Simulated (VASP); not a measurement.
Here is a VASP 6.6.1 calculation.

Contents of INCAR:

```
  PREC = Accurate
  ENCUT = 520
  EDIFF = 1E-6
  ISMEAR = 0
  SIGMA = 0.1
  LREAL = F
  LASPH = T
  NELM = 100
  ALGO = Normal
  ISIF = 2
  LWAVE = F
  LCHARG = T
  GGA = PE
  LELF = T
  LVHAR = T
  NBANDS = 33
```

File KPOINTS:

```
Automatic mesh
0
Gamma
  4 4 4
```

Contents of POSCAR:

```
SrRe2
1.0
    0.0000000000      3.9544111578      3.9544111578
    3.9544111578      0.0000000000      3.9544111578
    3.9544111578      3.9544111578      0.0000000000
Sr Re
2 4
Direct
    0.0000000000      0.0000000000      0.0000000000
    0.2500000000      0.2500000000      0.2500000000
    0.6250000000      0.6250000000      0.6250000000
    0.1250000000      0.6250000000      0.6250000000
    0.6250000000      0.6250000000      0.1250000000
    0.6250000000      0.1250000000      0.6250000000
```

Potentials or basis: VASP PAW PBE potentials, release 64 (Sr_sv, Re).

Launch:

```sh
$ cat potpaw_PBE.64/Sr_sv/POTCAR potpaw_PBE.64/Re/POTCAR > POTCAR
$ mpirun -np 1 vasp_std > vasp.out
```

Estimate the pressure.

-4.2 GPa.

Estimate the band gap on the k mesh.

zero (bands 24 and 25 overlap by 1.76 eV).

Caveat: the cell stands under tension; spin-orbit coupling is left out, which moves the levels of the heavy elements.
